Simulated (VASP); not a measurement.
Set up this calculation in VASP 6.6.1, as the native input.

```yaml
Task: single point
Functional: r2SCAN
Potentials_or_basis: VASP PAW PBE potentials, release 64 (Rb_sv, Cl)
Cutoff: 550 eV
k_mesh: 6 × 6 × 6
Occupations: fermi-dirac, width 0.02 eV
Spin: no spin polarisation
Dipole_correction: no
Further_INCAR_settings: ALGO = Normal; EDIFF = 1e-06; NBANDS = 15
```

Crystal: RbCl.

```xyz
2
Lattice="0.0000 3.3058 3.3058 3.3058 0.0000 3.3058 3.3058 3.3058 0.0000" Properties=species:S:1:pos:R:3 pbc="T T T"
Rb    0.0000    0.0000    0.0000
Cl    3.3058    3.3058    3.3058
```

One way to write it, as run:

POSCAR

```
RbCl
1.0
    0.0000000000      3.3058125293      3.3058125293
    3.3058125293      0.0000000000      3.3058125293
    3.3058125293      3.3058125293      0.0000000000
Rb Cl
1 1
Direct
    0.0000000000      0.0000000000      0.0000000000
    0.5000000000      0.5000000000      0.5000000000
```

INCAR.step1

```
SYSTEM = RbCl
ALGO = Normal
EDIFF = 1E-5
ENCUT = 550
GGA = PE
GGA_COMPAT = .False.
ISMEAR = -1
LASPH = .True.
LCHARG = .False.
LREAL = .False.
LWAVE = .True.
NBANDS = 15
NELM = 120
PREC = Accurate
SIGMA = 0.02
```

INCAR.step2

```
SYSTEM = RbCl
ALGO = Normal
EDIFF = 1E-6
ENCUT = 550
GGA_COMPAT = .False.
ISIF = 2
ISMEAR = -1
ISTART = 1
LASPH = .True.
LCHARG = .False.
LMIXTAU = .True.
LREAL = .False.
LWAVE = .False.
METAGGA = R2SCAN
NBANDS = 15
NELM = 120
PREC = Accurate
SIGMA = 0.02
```

KPOINTS

```
k-points
0
Gamma
  6 6 6
  0 0 0
```

Potentials or basis: VASP PAW PBE potentials, release 64 (Rb_sv, Cl).

Launch:

```sh
$ cat potpaw_PBE.64/Rb_sv/POTCAR potpaw_PBE.64/Cl/POTCAR > POTCAR
$ cp INCAR.step1 INCAR
$ mpirun -np 1 vasp_std > vasp.out
$ cp INCAR.step2 INCAR
$ mpirun -np 1 vasp_std > vasp.out
```

Results of the run:

```json
{"Pressure": "0.0 GPa", "Band gap on the k mesh": "5.56 eV, direct"}
```

Caveat: the PAW data sets were made with another functional, which shifts forces and pressure a little.

Wall time 33 s on 1 thread of Intel(R) Xeon(R) 6975P-C (Granite Rapids), on a shared host, peak memory 0.21 GiB.
